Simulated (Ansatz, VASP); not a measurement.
**One calculation of BaTiO3, two programs**

```
Ba Ti O
1.0
     4.01923    0.00000    0.00000
     0.00000    4.01923    0.00000
     0.00000    0.00000    4.01928
Ba Ti O
1 1 3
Direct
  0.00000 0.00000 0.00000
  0.50000 0.50000 0.50000
  0.46481 0.46481 0.97512
  0.50000 0.00000 0.50000
  0.00000 0.50000 0.50000
```

Alike in both runs: task single point; functional PBE; k mesh 8 × 8 × 8; occupations gaussian, width 0.05 eV; no spin polarisation.

|  | VASP | Ansatz |
| --- | --- | --- |
| version | VASP 6.6.1 | Ansatz 0.2.0 |
| potentials or method | VASP PAW PBE potentials, release 64 (Ba_sv, Ti_sv, O), cutoff 520 eV | scalar-relativistic, plane waves, PAW |
| valence electrons in the cell | 40 | 40 |

```csv
,VASP,Ansatz,Ansatz less VASP
gap on the k mesh at the Fermi level (eV),1.75,1.82,+0.061
least direct gap on the mesh (eV),1.97,2.00,+0.024
pressure (GPa),2.6,0.8,-1.76
"traceless stress, the component that is largest in VASP (GPa)",0.42,0.45,+0.026
rms of the force components (eV/Å),0.457,0.446,-0.0117
```

Atom by atom the forces differ by 0.027 eV/Å (rms over components). With one functional, cell and mesh, what is left measures potentials, basis and numerics.

Spin-orbit coupling is off throughout.
